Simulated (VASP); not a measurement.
Wanted: the native input for a VASP 6.6.1 run.

| Item | Value |
| --- | --- |
| Task | single point |
| Functional | LDA |
| Potentials or basis | VASP PAW LDA potentials, release 64 (Ta_sv_GW, O) |
| Cutoff | 700 eV |
| k mesh | 12 × 12 × 6 |
| Occupations | gaussian, width 0.1 eV |
| Spin | no spin polarisation |
| Dipole correction | no |
| Further INCAR settings | ALGO = Normal; EDIFF = 1e-06; NBANDS = 37 |

The structure of Ta4O lies in POSCAR:

```
Ta4O
1.0
    3.1799475151      0.0000000000      0.0000000000
    0.0000000000      3.1799475151      0.0000000000
    0.0000000000      0.0000000000      7.3065144979
Ta O
4 1
Direct
    0.0000000000      0.0000000000      0.5000000000
    0.5000000000      0.5000000000      0.7828606995
    0.5000000000      0.5000000000      0.2171393005
    0.0000000000      0.0000000000      0.0000000000
    0.5000000000      0.5000000000      0.5000000000
```

The input as run:

INCAR

```
SYSTEM = Ta4O
PREC = Accurate
ENCUT = 700
EDIFF = 1E-6
ISMEAR = 0
SIGMA = 0.1
LREAL = .False.
LASPH = .True.
NELM = 120
ALGO = Normal
ISIF = 2
LWAVE = .False.
LCHARG = .False.
GGA = CA
NBANDS = 37
GGA_COMPAT = .False.
```

KPOINTS

```
Automatic mesh
0
Gamma
  12 12 6
  0 0 0
```

Potentials or basis: VASP PAW LDA potentials, release 64 (Ta_sv_GW, O).

The run is started by

```bash
$ cat potpaw_LDA.64/Ta_sv_GW/POTCAR potpaw_LDA.64/O/POTCAR > POTCAR
$ mpirun -np 1 vasp_std > vasp.out
```

Results of the run:

The pressure is 0.4 GPa, the largest force is 0.043 eV/Å and the band gap on the k mesh is zero (bands 29 and 30 overlap by 1.05 eV).

Caveat: spin-orbit coupling is left out, which moves the levels of the heavy elements.

Wall time 9.8 min on 1 thread of Intel(R) Xeon(R) Platinum 8375C CPU @ 2.90GHz (Ice Lake) (shared host), peak memory 0.47 GiB.
